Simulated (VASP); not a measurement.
Here is a VASP 6.6.1 calculation.

The input INCAR:

```
SYSTEM = Ru6C
PREC = Accurate ; ENCUT = 520
EDIFF = 1E-7 ; ISMEAR = 0
SIGMA = 0.1 ; LREAL = .False.
LASPH = .True. ; NELM = 100
ALGO = Fast ; ISIF = 2
LWAVE = .False. ; LCHARG = .True.
LDIPOL = .True. ; IDIPOL = 3
DIPOL = 0.5 0.5 0.345 ; GGA = CA
LELF = .True. ; LVHAR = .True.
LVACPOTAV = .True. ; NBANDS = 53
```

KPOINTS

```
regular mesh
0
Gamma
  10 6 1
  0 0 0
```

POSCAR

```
Ru6C
1.0
    2.6740588497      0.0000000000      0.0000000000
    0.0000000000      4.2267609849      0.0000000000
    0.0000000000      0.0000000000     20.7512332531
Ru C
6 1
Direct
    0.0000000000      0.7500000000      0.1927596279
    0.5000000000      0.2500000000      0.2299590699
    0.5000000000      0.7500000000      0.3043579540
    0.0000000000      0.2500000000      0.3397181852
    0.0000000000      0.7500000000      0.4149217975
    0.5000000000      0.2500000000      0.4458160698
    0.6666666667      0.6500000000      0.4889090486
```

Potentials or basis: VASP PAW LDA potentials, release 64 (Ru_pv, C).

Run with:

```console
$ cat potpaw_LDA.64/Ru_pv/POTCAR potpaw_LDA.64/C/POTCAR > POTCAR
$ mpirun -np 1 vasp_std > vasp.out
```

(1) Estimate the band gap on the k mesh.

(2) Predict the largest force.

## Answers

(1) zero (bands 44 and 45 overlap by 1.48 eV).

(2) 1.948 eV/Å.
